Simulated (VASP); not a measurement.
Set up this calculation in VASP 6.6.1, as the native input.

```
Task                   : single point
Functional             : PBE
Potentials or basis    : VASP PAW PBE potentials, release 64 (Sn_d, S)
Cutoff                 : 500 eV
k mesh                 : 12 × 12 × 4
Occupations            : gaussian, width 0.01 eV
Spin                   : no spin polarisation
Dipole correction      : no
Further INCAR settings : ALGO = Normal; EDIFF = 1e-06; NBANDS = 20
```

The structure of SnS2 lies in POSCAR:

```
SnS2
1.0
    3.6607452510      0.0000000000      0.0000000000
   -1.8303726255      3.1702983842      0.0000000000
    0.0000000000      0.0000000000      5.9618843037
Sn S
1 2
Direct
    0.0000000000      0.0000000000      0.0000000000
    0.3333333333      0.6666666667      0.2455884213
    0.6666666667      0.3333333333      0.7544115787
```

One way to write it, as run:

INCAR

```
  ALGO = Normal
  EDIFF = 1E-6
  ENCUT = 500
  GGA = PE
  GGA_COMPAT = F
  ISIF = 2
  ISMEAR = 0
  LASPH = T
  LCHARG = T
  LELF = T
  LREAL = F
  LVHAR = T
  LWAVE = F
  NBANDS = 20
  NELM = 120
  PREC = Accurate
  SIGMA = 0.01
```

KPOINTS

```
k-points
0
Gamma
  12 12 4
```

Potentials or basis: VASP PAW PBE potentials, release 64 (Sn_d, S).

Run with:

```bash
$ cat potpaw_PBE.64/Sn_d/POTCAR potpaw_PBE.64/S/POTCAR > POTCAR
$ mpirun -np 1 vasp_std > vasp.out
```

Results of the run:

The pressure is 3.0 GPa and the largest force is 0.215 eV/Å. The band gap on the k mesh is 1.50 eV, indirect (least direct gap 1.92 eV).

Caveat: spin-orbit coupling is left out, which moves the levels of the heavy elements; this functional lacks dispersion, which binds the layers, so the pressure and a relaxed spacing across them are unreliable.

It took 110 s on 1 thread of Intel Xeon 6975P-C (shared host), peak memory 0.23 GiB.
